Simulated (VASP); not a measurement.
# AlN (Fm-3m) in VASP: notebook

AlN is run at these levels: PBE+D3(BJ); tasks: single point, relaxation of cell and atoms.

Everything below comes from runs of VASP 6.6.1. Logs are shortened: lines on timing, memory, paths and dates and some standing lists are left out, and cuts for length are marked.

### 1 The cell of the first run

The structure is cubic, space group Fm-3m (No. 225). Conventional cell: a = 4.069 Å, b = 4.069 Å, c = 4.069 Å, α = 90.00°, β = 90.00°, γ = 90.00°. Al (site symmetry m-3m) has 6 N at 2.03 Å within 2.7 Å. Within 2.7 Å of N (site symmetry m-3m) lie 6 Al at 2.03 Å.

### 2 Single point, PBE+D3(BJ)

The input, INCAR:

```
SYSTEM = AlN
  PREC = Accurate
  ENCUT = 600
  EDIFF = 1E-6
  ISMEAR = 0
  SIGMA = 0.1
  LREAL = .FALSE.
  LASPH = .TRUE.
  NELM = 120
  ALGO = Normal
  ISIF = 2
  LWAVE = .FALSE.
  LCHARG = .FALSE.
  GGA = PE
  IVDW = 12
  NBANDS = 11
  GGA_COMPAT = .FALSE.
```

The input, KPOINTS:

```
regular mesh
0
G
  8 8 8
  0 0 0
```

The input, POSCAR:

```
AlN
1.0
    0.0000000000      2.0345180000      2.0345180000
    2.0345180000      0.0000000000      2.0345180000
    2.0345180000      2.0345180000      0.0000000000
Al N
1 1
Direct
    0.5000000000      0.5000000000      0.5000000000
    0.0000000000      0.0000000000      0.0000000000
```

Potentials or basis: VASP PAW PBE potentials, release 64 (Al, N).

On the command line:

```
cat potpaw_PBE.64/Al/POTCAR potpaw_PBE.64/N/POTCAR > POTCAR
mpirun -np 1 vasp_std > vasp.out
```

OUTCAR:

```text
SYSTEM = AlN
   PREC = Accurate
   ENCUT = 600
   EDIFF = 1E-6
   ISMEAR = 0
   LREAL = .FALSE.
   LASPH = .TRUE.
   NELM = 120
   ISIF = 2
   GGA = PE
   IVDW = 12
 IVDW          = 12

 ion  position               nearest neighbor table
   1  0.500  0.500  0.500-   2 2.03   2 2.03   2 2.03   2 2.03   2 2.03   2 2.03
   2  0.000  0.000  0.000-   1 2.03   1 2.03   1 2.03   1 2.03   1 2.03   1 2.03

  LATTYP: Found a face centered cubic cell.
 ALAT       =     4.0690360000

  Lattice vectors:

 A1 = (   0.0000000000,   2.0345180000,   2.0345180000)
 A2 = (   2.0345180000,   0.0000000000,   2.0345180000)
 A3 = (   2.0345180000,   2.0345180000,   0.0000000000)

Analysis of symmetry for initial positions (statically):
=====================================================================
 Subroutine PRICEL returns:
 Original cell was already a primitive cell.

 Routine SETGRP: Setting up the symmetry group for a
 face centered cubic supercell.

 Subroutine GETGRP returns: Found 48 space group operations
 (whereof 48 operations were pure point group operations)
 out of a pool of 48 trial point group operations.

The static configuration has the point symmetry O_h .

Analysis of symmetry for dynamics (positions and initial velocities):
=====================================================================
 Subroutine PRICEL returns:
 Original cell was already a primitive cell.

 Routine SETGRP: Setting up the symmetry group for a
 face centered cubic supercell.

 Subroutine GETGRP returns: Found 48 space group operations
 (whereof 48 operations were pure point group operations)
 out of a pool of 48 trial point group operations.

The dynamic configuration has the point symmetry O_h .

 Subroutine INISYM returns: Found 48 space group operations
 (whereof 48 operations are pure point group operations),
 and found     1 'primitive' translations

----------------------------------------------------------------------------------------

                                     Primitive cell

  volume of cell :      16.8428

  direct lattice vectors                    reciprocal lattice vectors
     0.000000000  2.034518000  2.034518000    -0.245758455  0.245758455  0.245758455
     2.034518000  0.000000000  2.034518000     0.245758455 -0.245758455  0.245758455
     2.034518000  2.034518000  0.000000000     0.245758455  0.245758455 -0.245758455

  length of vectors
     2.877242948  2.877242948  2.877242948     0.425666130  0.425666130  0.425666130

  position of ions in fractional coordinates (direct lattice)
     0.500000000  0.500000000  0.500000000
     0.000000000  0.000000000  0.000000000

  ion indices of the primitive-cell ions
   primitive index   ion index
                 1           1
                 2           2

----------------------------------------------------------------------------------------

 KPOINTS: regular mesh

Automatic generation of k-mesh.
 Grid dimensions read from file:
 generate k-points for:    8    8    8

 Generating k-lattice:

  Cartesian coordinates                     Fractional coordinates (reciprocal lattice)
    -0.030719807  0.030719807  0.030719807     0.125000000  0.000000000  0.000000000
     0.030719807 -0.030719807  0.030719807     0.000000000  0.125000000  0.000000000
     0.030719807  0.030719807 -0.030719807     0.000000000  0.000000000  0.125000000

  Length of vectors
     0.053208266  0.053208266  0.053208266

  Shift w.r.t. Gamma in fractional coordinates (k-lattice)
     0.000000000  0.000000000  0.000000000

 Subroutine IBZKPT returns following result:
 ===========================================

 Found     29 irreducible k-points:

 Following reciprocal coordinates:
            Coordinates               Weight
  0.000000  0.000000  0.000000      1.000000
  0.125000  0.000000  0.000000      8.000000
  0.250000  0.000000  0.000000      8.000000
  0.375000  0.000000  0.000000      8.000000
  0.500000  0.000000  0.000000      4.000000
  0.125000  0.125000  0.000000      6.000000
[... 16 lines left out ...]
  0.500000  0.250000  0.125000     48.000000
 -0.375000  0.250000  0.125000     24.000000
 [... further k-points ...]
   k-points           NKPTS =     29   k-points in BZ     NKDIM =     29   number of bands    NBANDS=     11
   number of dos      NEDOS =    301   number of ions     NIONS =      2
   total plane-waves  NPLWV =  13824
   dimension x,y,z NGX =    24 NGY =   24 NGZ =   24
   dimension x,y,z NGXF=    48 NGYF=   48 NGZF=   48
   ions per type =               1   1
   NGX,Y,Z   is equivalent  to a cutoff of  13.87, 13.87, 13.87 a.u.
   NGXF,Y,Z  is equivalent  to a cutoff of  27.73, 27.73, 27.73 a.u.
 SYSTEM =  AlN
   PREC   = accura    normal or accurate (medium, high low for compatibility)
   ISTART =      0    job   : 0-new  1-cont  2-samecut
   ICHARG =      2    charge: 1-file 2-atom 10-const
   ISPIN  =      1    spin polarized calculation?
   LNONCOLLINEAR =      F non collinear calculations
   LSORBIT =      F    spin-orbit coupling
   LASPH  =      T    aspherical Exc in radial PAW
   ENCUT  =  600.0 eV  44.10 Ry    6.64 a.u.   5.75  5.75  5.75*2*pi/ulx,y,z
   NELM   =    120;   NELMIN=  2; NELMDL= -5     # of ELM steps
   EDIFF  = 0.1E-05   stopping-criterion for ELM
   LREAL  =      F    real-space projection
   EDIFFG = 0.1E-04   stopping-criterion for IOM
   NSW    =      0    number of steps for IOM
   IBRION =     -1    ionic relax: 0-MD 1-quasi-New 2-CG
   NFREE  =      0    steps in history (QN), initial steepest desc. (CG)
   ISIF   =      2    stress and relaxation
   ISYM   =      2    0-nonsym 1-usesym 2-fastsym
   POTIM  = 0.5000    time-step for ionic-motion
   TEBEG  =    0.0;   TEEND  =   0.0 temperature during run
   PSTRESS=    0.0 pullay stress
   NELECT =       8.0000    total number of electrons
   NUPDOWN=      -1.0000    fix difference up-down
   EMIN   =  10.00;   EMAX   =-10.00  energy-range for DOS
   EFERMI =   0.00;   METHOD = LEGACY
   ISMEAR =     0;   SIGMA  =   0.10  broadening in eV -4-tet -1-fermi 0-gaus
   EFERMI_NEDOS =   21; number of points for ismear=-14 and -15
   IALGO  =     38    algorithm
   IMIX   =      4    mixing-type and parameters
     AMIX     =   0.40;   BMIX     =  1.00
     AMIX_MAG =   1.60;   BMIX_MAG =  1.00
  volume/ion in A,a.u.               =       8.42        56.83
  Fermi-wavevector in a.u.,A,eV,Ry     =   1.277321  2.413786 22.198561  1.631548
  Thomas-Fermi vector in A             =   2.409927
   LORBIT       =      0    0 simple, 1 ext, 2 COOP (PROOUT), +10 PAW based schemes
   GGA     = PE    functional components
   LHFCALC =     F    Hartree Fock is set to
   AEXX    =    0.0000 exact exchange contribution
   IVDW    =    12    specifies the selected vdW correction
   LEPSILON=     F    determine dielectric tensor
   LRPA    =     F    only Hartree local field effects (RPA)
 non-spin polarized calculation
 Gauss-broadening in eV      SIGMA  =   0.10
  energy-cutoff  :      600.00
  volume of cell :       16.84
 maximum number of plane-waves:       588
   NGX = 11   NGY = 11   NGZ = 11

 number of electron       7.9999999 magnetization

 Free energy of the ion-electron system (eV)
  ---------------------------------------------------
  ext. energy  EPLUGINS =         0.00000000
  ---------------------------------------------------
  free energy    TOTEN  =       -14.54723349 eV

  energy without entropy =      -14.54723349  energy(sigma->0) =      -14.54723349

 E-fermi :  10.1194     XC(G=0): -12.1964

 val. band max:        9.7185755365   @ k =   0.0000   0.0000   0.0000
 cond. band min:      14.1416454898   @ k =   0.5000   0.5000   0.0000
 fundamental gap:      4.4230699533
 Fermi energy:        10.1193533658

 k-point     1 :       0.0000    0.0000    0.0000
  band No.  band energies     occupation
      1      -7.6632      2.00000
      2       9.7186      2.00000
      3       9.7186      2.00000
      4       9.7186      2.00000
      5      15.1250      0.00000
      6      21.8234      0.00000
      7      21.8234      0.00000
      8      21.8234      0.00000
      9      26.9128      0.00000
     10      27.3672      0.00000
     11      27.3672      0.00000

 k-point     2 :       0.1250    0.0000    0.0000
  band No.  band energies     occupation
      1      -7.3497      2.00000
      2       8.2248      2.00000
      3       9.5395      2.00000
      4       9.5395      2.00000
      5      16.0067      0.00000
      6      20.6513      0.00000
      7      22.2238      0.00000
      8      22.2238      0.00000
      9      25.4033      0.00000
     10      25.4033      0.00000
     11      27.5977      0.00000

 k-point     3 :       0.2500    0.0000    0.0000
  band No.  band energies     occupation
      1      -6.4588      2.00000
      2       5.4204      2.00000
      3       9.1501      2.00000
      4       9.1501      2.00000
      5      16.4267      0.00000
      6      20.6897      0.00000
      7      21.9012      0.00000
      8      21.9012      0.00000
      9      25.7595      0.00000
     10      25.7595      0.00000
     11      26.6021      0.00000

 k-point     4 :       0.3750    0.0000    0.0000
  band No.  band energies     occupation
      1      -5.2230      2.00000
      2       2.7807      2.00000
      3       8.8077      2.00000
      4       8.8077      2.00000
      5      15.9520      0.00000
      6      20.9365      0.00000
      7      20.9365      0.00000
      8      22.0899      0.00000
      9      25.8030      0.00000
     10      28.3274      0.00000
     11      28.3274      0.00000

 k-point     5 :       0.5000    0.0000    0.0000
  band No.  band energies     occupation
      1      -4.4783      2.00000
      2       1.5350      2.00000
      3       8.6767      2.00000
      4       8.6767      2.00000
      5      15.7331      0.00000
      6      20.5638      0.00000
      7      20.5638      0.00000
      8      22.7324      0.00000
      9      25.6096      0.00000
     10      30.1811      0.00000
     11      30.1811      0.00000
[... 211 lines left out ...]
 k-point    21 :       0.5000    0.5000    0.0000
  band No.  band energies     occupation
      1      -3.5235      2.00000
      2       2.4637      2.00000
      3       6.9693      2.00000
      4       6.9693      2.00000
      5      14.1416      0.00000
      6      15.0526      0.00000
      7      23.5365      0.00000
      8      26.6686      0.00000
      9      26.6686      0.00000
     10      32.6830      0.00000
     11      35.3839      0.00000

 k-point    22 :       0.3750    0.2500    0.1250
  band No.  band energies     occupation
      1      -5.7253      2.00000
      2       5.0445      2.00000
      3       7.2159      2.00000
      4       8.5695      2.00000
      5      18.1353      0.00000
      6      18.4989      0.00000
      7      19.8129      0.00000
      8      23.3815      0.00000
      9      24.7461      0.00000
     10      29.1266      0.00000
     11      30.9480      0.00000

 k-point    23 :       0.5000    0.2500    0.1250
  band No.  band energies     occupation
      1      -4.6199      2.00000
      2       3.3475      2.00000
      3       6.3084      2.00000
      4       8.0437      2.00000
      5      17.9154      0.00000
      6      18.7123      0.00000
      7      20.3985      0.00000
      8      22.7826      0.00000
      9      26.4697      0.00000
     10      29.6210      0.00000
     11      31.4164      0.00000

 k-point    24 :      -0.3750    0.2500    0.1250
  band No.  band energies     occupation
      1      -3.9921      2.00000
      2       2.4089      2.00000
      3       6.0882      2.00000
      4       7.7807      2.00000
      5      18.0164      0.00000
      6      18.1111      0.00000
      7      21.8450      0.00000
      8      22.3122      0.00000
      9      27.6586      0.00000
     10      28.5098      0.00000
     11      31.9416      0.00000

 [... further k-points ...]

------------------------ aborting loop because EDIFF is reached ----------------------------------------

 Edisp (eV)   -0.66615

 E8    (eV) :    -0.2596

  FORCE on cell =-STRESS in cart. coord.  units (eV):
  Direction    XX          YY          ZZ          XY          YZ          ZX
  --------------------------------------------------------------------------------------
  -------------------------------------------------------------------------------------
  Total      -0.70677    -0.70677    -0.70677     0.00000     0.00000    -0.00000
  in kB     -67.23160   -67.23160   -67.23160     0.00000     0.00000    -0.00000
  external pressure =      -67.23 kB  Pullay stress =        0.00 kB

 VOLUME and BASIS-vectors are now :
 -----------------------------------------------------------------------------
  energy-cutoff  :      600.00
  volume of cell :       16.84
      direct lattice vectors                 reciprocal lattice vectors
     0.000000000  2.034518000  2.034518000    -0.245758455  0.245758455  0.245758455
     2.034518000  0.000000000  2.034518000     0.245758455 -0.245758455  0.245758455
     2.034518000  2.034518000  0.000000000     0.245758455  0.245758455 -0.245758455

 POSITION                                       TOTAL-FORCE (eV/Angst)
 -----------------------------------------------------------------------------------
      2.03452      2.03452      2.03452         0.000000     -0.000000     -0.000000
      0.00000      0.00000      0.00000        -0.000000      0.000000      0.000000
 -----------------------------------------------------------------------------------
    total drift:                                0.000000     -0.000000     -0.000000

  FREE ENERGIE OF THE ION-ELECTRON SYSTEM (eV)
  ---------------------------------------------------
  free  energy   TOTEN  =       -15.2133858517 eV

  energy  without entropy=      -15.2133858516  energy(sigma->0) =      -15.21338585
```

Wall time 3.7 s (1 thread of Intel Xeon Platinum 8375C at 2.90GHz (Ice Lake), shared host); peak memory 0.14 GiB.

What came out:

* Free energy: -15.2134 eV
* Pressure: -6.7 GPa
* Band gap on the k mesh: 4.42 eV (least direct gap 5.41 eV)
* Dispersion energy per atom: -0.333 eV

Levels at points of the mesh, in eV from the valence-band top:
```
           k point  band 1  band 2  band 3  band 4  band 5  band 6  band 7  band 8
(0.00, 0.00, 0.00)  -17.38    0.00    0.00    0.00    5.41   12.10   12.10   12.10
(0.50, 0.00, 0.00)  -14.20   -8.18   -1.04   -1.04    6.01   10.85   10.85   13.01
(0.50, 0.50, 0.00)  -13.24   -7.25   -2.75   -2.75    4.42    5.33   13.82   16.95
```

Caveat: the cell stands under tension. A k mesh can miss the band edges.

### 3 Single point, PBE+D3(BJ)

This run uses another cell than the first one, of 8.21 Å³/atom.

The input, INCAR:

```
PREC = Accurate
ENCUT = 600
EDIFF = 1E-6
ISMEAR = 0
SIGMA = 0.02
LREAL = F
LASPH = T
NELM = 120
ALGO = Normal
ISIF = 2
LWAVE = F
LCHARG = F
GGA = PE
IVDW = 12
NBANDS = 11
GGA_COMPAT = F
```

The input, KPOINTS:

```
Automatic mesh
0
Gamma
  10 10 10
```

The input, POSCAR:

```
AlN
1.0
    0.0000000000      2.0172410378      2.0172410378
    2.0172410378      0.0000000000      2.0172410378
    2.0172410378      2.0172410378      0.0000000000
Al N
1 1
Direct
    0.5000000000      0.5000000000      0.5000000000
    0.0000000000      0.0000000000      0.0000000000
```

Potentials or basis: VASP PAW PBE potentials, release 64 (Al, N).

On the command line:

```
cat potpaw_PBE.64/Al/POTCAR potpaw_PBE.64/N/POTCAR > POTCAR
mpirun -np 1 vasp_std > vasp.out
```

Run time: 5 s. Hardware: 1 thread of Intel Xeon Platinum 8375C at 2.90GHz (Ice Lake), shared host; peak memory 0.15 GiB.

The run converged. Its results:

```
Free energy                : -15.2225 eV
Pressure                   : -0.3 GPa
Band gap on the k mesh     : 4.67 eV (least direct gap 5.77 eV)
Dispersion energy per atom : -0.342 eV
```

Levels at points of the mesh, in eV from the valence-band top:
| k point | band 1 | band 2 | band 3 | band 4 | band 5 | band 6 | band 7 | band 8 |
| --- | --- | --- | --- | --- | --- | --- | --- | --- |
| (0.00, 0.00, 0.00) | -17.61 | 0.00 | 0.00 | 0.00 | 5.77 | 12.19 | 12.19 | 12.19 |
| (0.50, 0.00, 0.00) | -14.33 | -8.35 | -1.09 | -1.09 | 6.18 | 11.05 | 11.05 | 13.40 |
| (0.50, 0.50, 0.00) | -13.34 | -7.43 | -2.81 | -2.81 | 4.67 | 5.29 | 14.13 | 17.35 |

### 4 Relaxation of cell and atoms, PBE+D3(BJ)

The input, INCAR:

```
SYSTEM = AlN
ALGO = Normal
EDIFF = 1E-7
EDIFFG = -0.002
ENCUT = 600
GGA = PE
GGA_COMPAT = .FALSE.
IBRION = 2
ISIF = 3
ISMEAR = 0
IVDW = 12
LASPH = .TRUE.
LCHARG = .FALSE.
LREAL = .FALSE.
LWAVE = .FALSE.
NELM = 120
NELMIN = 4
NSW = 100
PREC = Accurate
SIGMA = 0.02
```

The input, KPOINTS:

```
k-points
0
G
  10 10 10
  0 0 0
```

The input, POSCAR:

```
AlN
1.0
    0.0000000000      2.0345180000      2.0345180000
    2.0345180000      0.0000000000      2.0345180000
    2.0345180000      2.0345180000      0.0000000000
Al N
1 1
Direct
    0.5000000000      0.5000000000      0.5000000000
    0.0000000000      0.0000000000      0.0000000000
```

On the command line:

```
cat potpaw_PBE.64/Al/POTCAR potpaw_PBE.64/N/POTCAR > POTCAR
mpirun -np 1 vasp_std > vasp.out
```

It took 8.8 s on 1 thread of Intel Xeon Platinum 8375C at 2.90GHz (Ice Lake), shared host; peak memory 0.15 GiB.

The run converged. Its results:

* Free energy: -15.2234 eV
* Relaxed volume: 8.20 Å³/atom
* Relaxed cell: a = 2.852 Å, b = 2.852 Å, c = 2.852 Å, α = 60.00°, β = 60.00°, γ = 60.00°
* Space group after relaxing (to 0.1 Å): Fm-3m (No. 225)
* Energy gained by relaxing: 4.8 meV/atom
* Ionic steps: 3
* Pressure after relaxing: 0.0 GPa
* Band gap on the k mesh: 4.68 eV (least direct gap 5.79 eV)
* Dispersion energy per atom: -0.342 eV

Step by step:
| step | energy change (eV) | largest force (eV/Å) | pressure (GPa) | volume (Å³) |
| --- | --- | --- | --- | --- |
| 1 | 0.0000 | 0.0000 | -6.72 | 16.84 |
| 2 | -0.0010 | 0.0000 | 6.93 | 16.00 |
| 3 | -0.0095 | 0.0000 | -0.02 | 16.40 |

Final structure:
```
Al N
1.0
     0.00000    2.01652    2.01652
     2.01652    0.00000    2.01652
     2.01652    2.01652    0.00000
Al N
1 1
Direct
  0.50000 0.50000 0.50000
  0.00000 0.00000 0.00000
```

Levels at points of the mesh, in eV from the valence-band top:
```tsv
k point	band 1	band 2	band 3	band 4	band 5	band 6	band 7	band 8
(0.00, 0.00, 0.00)	-17.62	0.00	0.00	0.00	5.79	12.19	12.19	12.19
(0.50, 0.00, 0.00)	-14.33	-8.35	-1.09	-1.09	6.18	11.06	11.06	13.42
(0.50, 0.50, 0.00)	-13.34	-7.43	-2.82	-2.82	4.68	5.29	14.14	17.37
```

### 5 Summary

| task | cell | k mesh | smearing | gap on the mesh (eV) | pressure (GPa) |
| --- | --- | --- | --- | --- | --- |
| single point | a = 2.877 Å, angles 60.0°, 2 atoms | 8 × 8 × 8 | gaussian 0.1 eV | 4.42 | -6.7 |
| single point | a = 2.853 Å, angles 60.0°, 2 atoms | 10 × 10 × 10 | gaussian 0.02 eV | 4.67 | -0.3 |
| relaxation of cell and atoms | relaxed from a = 2.877 Å, angles 60.0°, 2 atoms | 10 × 10 × 10 | gaussian 0.02 eV | 4.68 | 0.0 |

Alike in all rows: level PBE+D3(BJ); potentials or basis VASP PAW PBE potentials, release 64 (Al, N); no spin polarisation; cutoff (eV) 600.

Caveats: the cell stands under tension (at least some runs).

Total energies depend on the potentials used, so only differences within one code and one set of settings carry meaning.
